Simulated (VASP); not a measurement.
Input of a VASP 6.6.1 run:

INCAR

```
ALGO = Normal
EDIFF = 1E-6
ENCUT = 520
GGA = PE
ISIF = 2
ISMEAR = 0
LASPH = True
LCHARG = False
LREAL = False
LWAVE = False
NBANDS = 32
NELM = 80
PREC = Accurate
SIGMA = 0.1
```

KPOINTS

```
k-points
0
Gamma
  4 4 2
```

File POSCAR:

```
HfNbTe4
1.0
    4.6777909600      0.0000000000      0.0000000000
    0.0000000000      4.6777909600      0.0000000000
    0.0000000000      0.0000000000      7.6617481300
Hf Nb Te
1 1 4
Direct
    0.0000000000      0.0000000000      0.0000000000
    0.5000000000      0.5000000000      0.5000000000
    0.5000000000      0.5000000000      0.7959481500
    0.5000000000      0.5000000000      0.2040518500
    0.5000000000      0.0000000000      0.5000000000
    0.0000000000      0.5000000000      0.5000000000
```

Potentials or basis: VASP PAW PBE potentials, release 64 (Hf_pv, Nb_sv, Te).

Command:

```console
$ cat potpaw_PBE.64/Hf_pv/POTCAR potpaw_PBE.64/Nb_sv/POTCAR potpaw_PBE.64/Te/POTCAR > POTCAR
$ mpirun -np 1 vasp_std > vasp.out
```

Q: What does it give for the band gap on the k mesh?

A: Zero (an odd number of electrons rules out a gap without spin polarisation).

Q: Predict the largest force.

A: 11.222 eV/Å.

Q: Predict the pressure.

A: 33.3 GPa.

Stress tensor (GPa, compression positive):
```
25.68  0.00  0.00
 0.00 25.68  0.00
 0.00  0.00 48.43
```

Caveat: the k points lie up to 0.41 Å⁻¹ apart, too coarse for converged energies and pressures of a metal; spin-orbit coupling is left out, which moves the levels of the heavy elements; an odd number of electrons without spin polarisation forces a metal; a magnetic or distorted state may lie lower.
